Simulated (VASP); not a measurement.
# NiI (P6_3mc) in VASP: further runs

NiI is run at these levels: PBE; tasks: single point.

All numbers are computed with VASP 6.6.1; they aren't measurements. Logs are shortened: lines on timing, memory, paths and dates and some standing lists are left out, and cuts for length are marked.

## 1. The cell of the first run

The structure is hexagonal, space group P6_3mc (No. 186). The conventional cell has a = 4.082 Å, b = 4.082 Å, c = 6.918 Å, α = 90.00°, β = 90.00°, γ = 120.00°. I (site symmetry 3m) has 4 Ni at 2.52 to 2.54 Å within 3.3 Å. Within 3.3 Å of Ni (site symmetry 3m) lie 4 I at 2.52 to 2.54 Å.

## 2. Single point, PBE, collinear spin, ferromagnetic start

INCAR reads:

```
PREC = Accurate
ENCUT = 520
EDIFF = 1E-7
ISMEAR = -1
SIGMA = 0.05
LREAL = False
LASPH = True
NELM = 150
ALGO = Normal
ISIF = 2
LWAVE = False
LCHARG = False
ISPIN = 2
MAGMOM = 0 0 1 1
LORBIT = 11
LMAXMIX = 4
GGA = PE
NBANDS = 29
```

KPOINTS reads:

```
regular mesh
0
Gamma
  8 8 4
```

POSCAR reads:

```
NiI
1.0
    4.0823971149      0.0000000000      0.0000000000
   -2.0411985575      3.5354596099      0.0000000000
    0.0000000000      0.0000000000      6.9180065185
I Ni
2 2
Direct
    0.6666666667      0.3333333333      0.5051870000
    0.3333333333      0.6666666667      0.0051870000
    0.6666666667      0.3333333333      0.8698150000
    0.3333333333      0.6666666667      0.3698150000
```

Potentials or basis: VASP PAW PBE potentials, release 64 (I, Ni).

Run with:

```
cat potpaw_PBE.64/I/POTCAR potpaw_PBE.64/Ni/POTCAR > POTCAR
mpirun -np 1 vasp_std > vasp.out
```

OUTCAR:

```text
PREC = Accurate
   ENCUT = 520
   EDIFF = 1E-7
   ISMEAR = -1
   LREAL = False
   LASPH = True
   NELM = 150
   ISIF = 2
   ISPIN = 2
   LORBIT = 11
   GGA = PE

 ion  position               nearest neighbor table
   1  0.667  0.333  0.505-   3 2.52   4 2.54   4 2.54   4 2.54
   2  0.333  0.667  0.005-   4 2.52   3 2.54   3 2.54   3 2.54
   3  0.667  0.333  0.870-   1 2.52   2 2.54   2 2.54   2 2.54
   4  0.333  0.667  0.370-   2 2.52   1 2.54   1 2.54   1 2.54

  LATTYP: Found a hexagonal cell.
 ALAT       =     4.0823971149
 C/A-ratio  =     1.6945942111

  Lattice vectors:

 A1 = (   4.0823971149,   0.0000000000,   0.0000000000)
 A2 = (  -2.0411985575,   3.5354596099,   0.0000000000)
 A3 = (   0.0000000000,   0.0000000000,   6.9180065185)

Analysis of symmetry for initial positions (statically):
=====================================================================
 Subroutine PRICEL returns:
 Original cell was already a primitive cell.

 Routine SETGRP: Setting up the symmetry group for a
 hexagonal supercell.

 Subroutine GETGRP returns: Found 12 space group operations
 (whereof  6 operations were pure point group operations)
 out of a pool of 24 trial point group operations.

The static configuration has the point symmetry C_3v.
 The point group associated with its full space group is C_6v.

Analysis of symmetry for dynamics (positions and initial velocities):
=====================================================================
 Subroutine PRICEL returns:
 Original cell was already a primitive cell.

 Routine SETGRP: Setting up the symmetry group for a
 hexagonal supercell.

 Subroutine GETGRP returns: Found 12 space group operations
 (whereof  6 operations were pure point group operations)
 out of a pool of 24 trial point group operations.

The dynamic configuration has the point symmetry C_3v.
 The point group associated with its full space group is C_6v.

Analysis of structural, dynamic, and magnetic symmetry:
=====================================================================
 Subroutine PRICEL returns:
 Original cell was already a primitive cell.

 Routine SETGRP: Setting up the symmetry group for a
 hexagonal supercell.

 Subroutine GETGRP returns: Found 12 space group operations
 (whereof  6 operations were pure point group operations)
 out of a pool of 24 trial point group operations.

The overall configuration has the point symmetry C_3v.
 The point group associated with its full space group is C_6v.

 Subroutine INISYM returns: Found 12 space group operations
 (whereof  6 operations are pure point group operations),
 and found     1 'primitive' translations

----------------------------------------------------------------------------------------

                                     Primitive cell

  volume of cell :      99.8486

  direct lattice vectors                    reciprocal lattice vectors
     4.082397115  0.000000000  0.000000000     0.244954122  0.141424328  0.000000000
    -2.041198558  3.535459610  0.000000000     0.000000000  0.282848656  0.000000000
     0.000000000  0.000000000  6.918006519     0.000000000  0.000000000  0.144550312

  length of vectors
     4.082397115  4.082397115  6.918006519     0.282848656  0.282848656  0.144550312

  position of ions in fractional coordinates (direct lattice)
     0.666666667  0.333333333  0.505187000
     0.333333333  0.666666667  0.005187000
     0.666666667  0.333333333  0.869815000
     0.333333333  0.666666667  0.369815000

  ion indices of the primitive-cell ions
   primitive index   ion index
                 1           1
                 2           2
                 3           3
                 4           4

----------------------------------------------------------------------------------------

 KPOINTS: regular mesh

Automatic generation of k-mesh.
 Grid dimensions read from file:
 generate k-points for:    8    8    4

 Generating k-lattice:

  Cartesian coordinates                     Fractional coordinates (reciprocal lattice)
     0.030619265  0.017678041  0.000000000     0.125000000  0.000000000  0.000000000
     0.000000000  0.035356082  0.000000000     0.000000000  0.125000000  0.000000000
     0.000000000  0.000000000  0.036137578     0.000000000  0.000000000  0.250000000

  Length of vectors
     0.035356082  0.035356082  0.036137578

  Shift w.r.t. Gamma in fractional coordinates (k-lattice)
     0.000000000  0.000000000  0.000000000

 Subroutine IBZKPT returns following result:
 ===========================================

 Found     30 irreducible k-points:

 Following reciprocal coordinates:
            Coordinates               Weight
  0.000000  0.000000  0.000000      1.000000
  0.125000 -0.000000  0.000000      6.000000
  0.250000 -0.000000  0.000000      6.000000
  0.375000 -0.000000  0.000000      6.000000
  0.500000 -0.000000  0.000000      3.000000
  0.125000  0.125000  0.000000      6.000000
[... 16 lines left out ...]
  0.250000 -0.000000  0.500000      6.000000
  0.375000 -0.000000  0.500000      6.000000
 [... further k-points ...]
   k-points           NKPTS =     30   k-points in BZ     NKDIM =     30   number of bands    NBANDS=     29
   number of dos      NEDOS =    301   number of ions     NIONS =      4
   total plane-waves  NPLWV =  48600
   dimension x,y,z NGX =    30 NGY =   30 NGZ =   54
   dimension x,y,z NGXF=    60 NGYF=   60 NGZF=  108
   ions per type =               2   2
   NGX,Y,Z   is equivalent  to a cutoff of  12.22, 12.22, 12.98 a.u.
   NGXF,Y,Z  is equivalent  to a cutoff of  24.43, 24.43, 25.95 a.u.
 SYSTEM =  unknown system
   PREC   = accura    normal or accurate (medium, high low for compatibility)
   ISTART =      0    job   : 0-new  1-cont  2-samecut
   ICHARG =      2    charge: 1-file 2-atom 10-const
   ISPIN  =      2    spin polarized calculation?
   LNONCOLLINEAR =      F non collinear calculations
   LSORBIT =      F    spin-orbit coupling
   LASPH  =      T    aspherical Exc in radial PAW
   ENCUT  =  520.0 eV  38.22 Ry    6.18 a.u.   7.59  7.59 12.86*2*pi/ulx,y,z
   NELM   =    150;   NELMIN=  2; NELMDL= -5     # of ELM steps
   EDIFF  = 0.1E-06   stopping-criterion for ELM
   LREAL  =      F    real-space projection
   EDIFFG = 0.1E-05   stopping-criterion for IOM
   NSW    =      0    number of steps for IOM
   IBRION =     -1    ionic relax: 0-MD 1-quasi-New 2-CG
   NFREE  =      0    steps in history (QN), initial steepest desc. (CG)
   ISIF   =      2    stress and relaxation
   ISYM   =      2    0-nonsym 1-usesym 2-fastsym
   POTIM  = 0.5000    time-step for ionic-motion
   TEBEG  =    0.0;   TEEND  =   0.0 temperature during run
   PSTRESS=    0.0 pullay stress
   NELECT =      34.0000    total number of electrons
   NUPDOWN=      -1.0000    fix difference up-down
   EMIN   =  10.00;   EMAX   =-10.00  energy-range for DOS
   EFERMI =   0.00;   METHOD = LEGACY
   ISMEAR =    -1;   SIGMA  =   0.05  broadening in eV -4-tet -1-fermi 0-gaus
   EFERMI_NEDOS =   21; number of points for ismear=-14 and -15
   IALGO  =     38    algorithm
   IMIX   =      4    mixing-type and parameters
     AMIX     =   0.40;   BMIX     =  1.00
     AMIX_MAG =   1.60;   BMIX_MAG =  1.00
  volume/ion in A,a.u.               =      24.96       168.45
  Fermi-wavevector in a.u.,A,eV,Ry     =   1.143195  2.160326 17.781393  1.306896
  Thomas-Fermi vector in A             =   2.279891
   LORBIT       =     11    0 simple, 1 ext, 2 COOP (PROOUT), +10 PAW based schemes
   GGA     = PE    functional components
   LHFCALC =     F    Hartree Fock is set to
   AEXX    =    0.0000 exact exchange contribution
   IVDW    =     0    specifies the selected vdW correction
   LEPSILON=     F    determine dielectric tensor
   LRPA    =     F    only Hartree local field effects (RPA)
 spin polarized calculation
  energy-cutoff  :      520.00
  volume of cell :       99.85
 maximum number of plane-waves:      2720
   NGX = 15   NGY = 15   NGZ = 25

 number of electron      33.9999986 magnetization       0.8076760

 Free energy of the ion-electron system (eV)
  ---------------------------------------------------
  ext. energy  EPLUGINS =         0.00000000
  ---------------------------------------------------
  free energy    TOTEN  =       -13.48832443 eV

  energy without entropy =      -13.44751782  energy(sigma->0) =      -13.46792112

 E-fermi :   5.8153     XC(G=0):  -9.5126

 val. band max:        5.8110037135   @ k =   0.1250  -0.0000   0.0000
 cond. band min:       5.8296192411   @ k =   0.3750   0.1250   0.2500
 fundamental gap:      0.0186155276
 Fermi energy:         5.8153389787

 spin component 1

 k-point     1 :       0.0000    0.0000    0.0000
  band No.  band energies     occupation
      1      -8.8331      1.00000
      2      -8.1917      1.00000
      3      -0.3799      1.00000
      4       1.8340      1.00000
      5       2.0363      1.00000
      6       2.0363      1.00000
[... 757 lines left out ...]
     28      15.2924      0.00000
     29      16.4363      0.00000

 [... further k-points ...]

 spin component 2

 k-point     1 :       0.0000    0.0000    0.0000
  band No.  band energies     occupation
      1      -8.7911      1.00000
      2      -8.1484      1.00000
      3      -0.3384      1.00000
      4       1.9574      1.00000
      5       2.1814      1.00000
      6       2.1814      1.00000
[... 757 lines left out ...]
     28      15.3410      0.00000
     29      16.4873      0.00000

 [... further k-points ...]
[... 5 lines left out ...]
  --------------------------------------------------------------------------------------
  -------------------------------------------------------------------------------------
  Total       -0.1884529     -0.1884529     -0.2494265      0.0000000      0.0000000      0.0000000
  in kB       -3.0239273     -3.0239273     -4.0023125      0.0000000      0.0000000      0.0000000
  external PRESSURE =      -3.3500557 kB  Pullay stress =       0.0000000 kB

 VOLUME and BASIS-vectors are now :
 -----------------------------------------------------------------------------
  energy-cutoff  :      520.00
  volume of cell :       99.85
      direct lattice vectors                 reciprocal lattice vectors
     4.082397115  0.000000000  0.000000000     0.244954122  0.141424328  0.000000000
    -2.041198558  3.535459610  0.000000000     0.000000000  0.282848656  0.000000000
     0.000000000  0.000000000  6.918006519     0.000000000  0.000000000  0.144550312

 POSITION                                       TOTAL-FORCE (eV/Angst)
 -----------------------------------------------------------------------------------
      2.04120      1.17849      3.49489        -0.000000      0.000000     -0.031369
     -0.00000      2.35697      0.03588         0.000000      0.000000     -0.031369
      2.04120      1.17849      6.01739         0.000000      0.000000      0.031369
     -0.00000      2.35697      2.55838        -0.000000     -0.000000      0.031369
 -----------------------------------------------------------------------------------
    total drift:                               -0.000000     -0.000000     -0.000529

  FREE ENERGIE OF THE ION-ELECTRON SYSTEM (eV)
  ---------------------------------------------------
  free  energy   TOTEN  =       -13.4883244291 eV

  energy  without entropy=      -13.4475178208  energy(sigma->0) =      -13.46792112

 total charge

# of ion       s       p       d       tot
------------------------------------------
    1        1.493   2.715   0.094   4.302
    2        1.493   2.715   0.094   4.302
    3        0.369   0.351   8.495   9.215
    4        0.369   0.351   8.495   9.215
--------------------------------------------------
tot          3.726   6.132  17.177  27.034

 magnetization (x)

# of ion       s       p       d       tot
------------------------------------------
    1        0.003   0.041  -0.001   0.043
    2        0.003   0.041  -0.001   0.043
    3        0.002   0.010   0.325   0.337
    4        0.002   0.010   0.325   0.337
--------------------------------------------------
tot          0.010   0.103   0.648   0.761
```

It took 5.2 min on 1 thread of Oxide Virtual Turin-like, shared host; peak memory 0.29 GiB.

Results:

| Property | Result |
| --- | --- |
| Free energy | -13.4883 eV |
| Pressure | -0.3 GPa |
| Largest force | 0.031 eV/Å |
| Net moment | 0.81 μB per cell |
| Site moments | I +0.04; Ni +0.34 μB |
| Valence electrons inside the program's atomic spheres | I 4.30; Ni 9.21 |

Forces in eV/Å, atoms in the order of the input:
```
I    0.000  0.000 -0.031
I    0.000  0.000 -0.031
Ni   0.000  0.000  0.031
Ni   0.000  0.000  0.031
```

Caveat: spin-orbit coupling is left out, which moves the levels of the heavy elements; semilocal functionals often make such compounds metallic where correlation or magnetic order opens a gap, which also shifts bond lengths.

## 3. Single point, PBE, collinear spin, ferromagnetic start

This run uses another cell than the first one, of 25.45 Å³/atom, 1.020 times its volume.

INCAR reads:

```
  PREC = Accurate
  ENCUT = 520
  EDIFF = 1E-6
  ISMEAR = -1
  SIGMA = 0.05
  LREAL = False
  LASPH = True
  NELM = 150
  ALGO = Normal
  ISIF = 2
  LWAVE = False
  LCHARG = False
  ISPIN = 2
  MAGMOM = 0 0 1 1
  LORBIT = 11
  LMAXMIX = 4
  GGA = PE
  NBANDS = 29
```

KPOINTS is that of step 2.

POSCAR reads:

```
NiI
1.0
    4.1089069299      0.0000000000      0.0000000000
   -2.0544534650      3.5584177831      0.0000000000
    0.0000000000      0.0000000000      6.9629298975
I Ni
2 2
Direct
    0.6666666667      0.3333333333      0.5051870000
    0.3333333333      0.6666666667      0.0051870000
    0.6666666667      0.3333333333      0.8698150000
    0.3333333333      0.6666666667      0.3698150000
```

Potentials or basis: VASP PAW PBE potentials, release 64 (I, Ni).

Run with:

```
cat potpaw_PBE.64/I/POTCAR potpaw_PBE.64/Ni/POTCAR > POTCAR
mpirun -np 1 vasp_std > vasp.out
```

Wall time 6 min (1 thread of Oxide Virtual Turin-like, shared host); peak memory 0.31 GiB.

It converged, with:

* Free energy: -13.4790 eV
* Pressure: -1.2 GPa
* Largest force: 0.040 eV/Å
* Net moment: 0.97 μB per cell
* Site moments: I +0.05; Ni +0.41 μB
* Valence electrons inside the program's atomic spheres: I 4.29; Ni 9.19

Forces in eV/Å, atoms in the order of the input:
```
I    0.000  0.000 -0.040
I    0.000  0.000 -0.040
Ni   0.000  0.000  0.040
Ni   0.000  0.000  0.040
```

Stress tensor (GPa, compression positive):
```
-1.11  0.00  0.00
 0.00 -1.11  0.00
 0.00  0.00 -1.26
```

Levels at points of the mesh, in eV from the Fermi level:
Spin up:
| k point | band 15 | band 16 | band 17 | band 18 | band 19 | band 20 | band 21 | band 22 |
| --- | --- | --- | --- | --- | --- | --- | --- | --- |
| (0.00, 0.00, 0.00) | -0.18 | 0.58 | 0.66 | 0.66 | 1.68 | 2.76 | 4.94 | 5.18 |
| (0.50, 0.00, 0.00) | -1.06 | -1.03 | -0.43 | -0.09 | 3.13 | 3.32 | 4.18 | 5.56 |
| (0.00, 0.00, 0.50) | 0.19 | 0.19 | 0.19 | 0.19 | 2.93 | 2.93 | 5.60 | 5.60 |
| (0.50, 0.00, 0.50) | -0.71 | -0.71 | -0.61 | -0.61 | 2.80 | 2.80 | 4.29 | 4.29 |
Spin down:
```
           k point  band 12  band 13  band 14  band 15  band 16  band 17  band 18  band 19  band 20  band 21
(0.00, 0.00, 0.00)    -0.95    -0.95     0.16     0.16     0.92     1.02     1.02     1.74     2.85     4.98
(0.50, 0.00, 0.00)    -0.90    -0.88    -0.87    -0.65    -0.63    -0.11     0.26     3.24     3.40     4.30
(0.00, 0.00, 0.50)    -1.02    -0.38    -0.38     0.54     0.54     0.54     0.54     2.99     2.99     5.66
(0.50, 0.00, 0.50)    -0.95    -0.92    -0.92    -0.36    -0.36    -0.23    -0.23     2.90     2.90     4.38
```

Caveat: spin-orbit coupling is left out, which moves the levels of the heavy elements; semilocal functionals often make such compounds metallic where correlation or magnetic order opens a gap, which also shifts bond lengths.

## 4. Single point, PBE, collinear spin, ferromagnetic start

This run uses another cell than the first one, of 25.94 Å³/atom, 1.039 times its volume.

INCAR reads:

```
SYSTEM = NiI
PREC     = Accurate       ! precision mode
ENCUT    = 520            ! plane-wave cutoff, eV
EDIFF    = 1E-6           ! SCF threshold, eV
ISMEAR   = -1             ! smearing method
SIGMA    = 0.05           ! smearing width, eV
LREAL    = .FALSE.        ! projectors in reciprocal space
LASPH    = .TRUE.         ! aspherical terms in the spheres
NELM     = 150            ! most SCF steps
ALGO     = Normal         ! electronic algorithm
ISIF     = 2              ! what is computed and relaxed
LWAVE    = .FALSE.        ! write WAVECAR
LCHARG   = .TRUE.         ! write CHGCAR
ISPIN    = 2              ! spin polarisation
MAGMOM   = 0 0 1 1        ! initial moments
LORBIT   = 11             ! projections on sites
LMAXMIX  = 4              ! l up to which the mixer works
GGA      = PE             ! functional
LELF     = .TRUE.         ! ELF
LVHAR    = .TRUE.       
NBANDS   = 29             ! bands
```

KPOINTS reads:

```
Automatic mesh
0
G
  8 8 4
  0 0 0
```

POSCAR reads:

```
NiI
1.0
    4.1350790173      0.0000000000      0.0000000000
   -2.0675395086      3.5810834756      0.0000000000
    0.0000000000      0.0000000000      7.0072809652
I Ni
2 2
Direct
    0.6666666667      0.3333333333      0.5051870000
    0.3333333333      0.6666666667      0.0051870000
    0.6666666667      0.3333333333      0.8698150000
    0.3333333333      0.6666666667      0.3698150000
```

Run with:

```
cat potpaw_PBE.64/I/POTCAR potpaw_PBE.64/Ni/POTCAR > POTCAR
mpirun -np 1 vasp_std > vasp.out
```

It took 5 min on 1 thread of Oxide Virtual Turin-like, shared host; peak memory 0.3 GiB.

Results (log left out):

* Free energy: -13.4604 eV
* Pressure: -1.9 GPa
* Largest force: 0.049 eV/Å
* Net moment: 1.14 μB per cell
* Site moments: I +0.06; Ni +0.48 μB
* Valence electrons inside the program's atomic spheres: I 4.29; Ni 9.16

Forces in eV/Å, atoms in the order of the input:
```
I    0.000  0.000 -0.049
I    0.000  0.000 -0.049
Ni   0.000  0.000  0.049
Ni   0.000  0.000  0.049
```

Stress tensor (GPa, compression positive):
```
-1.78  0.00  0.00
 0.00 -1.78  0.00
 0.00  0.00 -2.00
```

Levels at points of the mesh, in eV from the Fermi level:
Spin up:
| k point | band 14 | band 15 | band 16 | band 17 | band 18 | band 19 | band 20 | band 21 | band 22 | band 23 |
| --- | --- | --- | --- | --- | --- | --- | --- | --- | --- | --- |
| (0.00, 0.00, 0.00) | -0.23 | -0.23 | 0.50 | 0.57 | 0.57 | 1.57 | 2.69 | 4.91 | 5.15 | 5.15 |
| (0.50, 0.00, 0.00) | -1.18 | -1.09 | -1.05 | -0.47 | -0.15 | 3.09 | 3.24 | 4.13 | 5.52 | 6.05 |
| (0.00, 0.00, 0.50) | -0.79 | 0.12 | 0.12 | 0.12 | 0.12 | 2.85 | 2.85 | 5.56 | 5.56 | 5.56 |
| (0.50, 0.00, 0.50) | -1.25 | -0.74 | -0.74 | -0.65 | -0.65 | 2.75 | 2.75 | 4.25 | 4.25 | 7.19 |
Spin down:
```
           k point  band 14  band 15  band 16  band 17  band 18  band 19
(0.00, 0.00, 0.00)     0.18     0.18     0.90     1.00     1.00     1.65
(0.50, 0.00, 0.00)    -0.81    -0.60    -0.58    -0.08     0.28     3.22
(0.00, 0.00, 0.50)    -0.34     0.54     0.54     0.54     0.54     2.92
(0.50, 0.00, 0.50)    -0.87    -0.32    -0.32    -0.19    -0.19     2.87
```

Caveat: spin-orbit coupling is left out, which moves the levels of the heavy elements; semilocal functionals often make such compounds metallic where correlation or magnetic order opens a gap, which also shifts bond lengths.

## 5. The runs side by side

```csv
cell,gap on the mesh (eV),pressure (GPa),moment (μB),largest force (eV/Å)
"a = 4.082, b = 4.082, c = 6.918 Å, angles 90.0, 90.0, 120.0°, 4 atoms",none,-0.3,0.81,0.03
"a = 4.109, b = 4.109, c = 6.963 Å, angles 90.0, 90.0, 120.0°, 4 atoms",none,-1.2,0.97,0.04
"a = 4.135, b = 4.135, c = 7.007 Å, angles 90.0, 90.0, 120.0°, 4 atoms",none,-1.9,1.14,0.05
```

Alike in all rows: task single point; level PBE; potentials or basis VASP PAW PBE potentials, release 64 (I, Ni); spin collinear, ferromagnetic start; k mesh 8 × 8 × 4; cutoff (eV) 520; smearing fermi-dirac 0.05 eV.

Caveats: spin-orbit coupling is left out, which moves the levels of the heavy elements; semilocal functionals often make such compounds metallic where correlation or magnetic order opens a gap, which also shifts bond lengths.

Absolute energies hang on the potentials; compare differences alone.
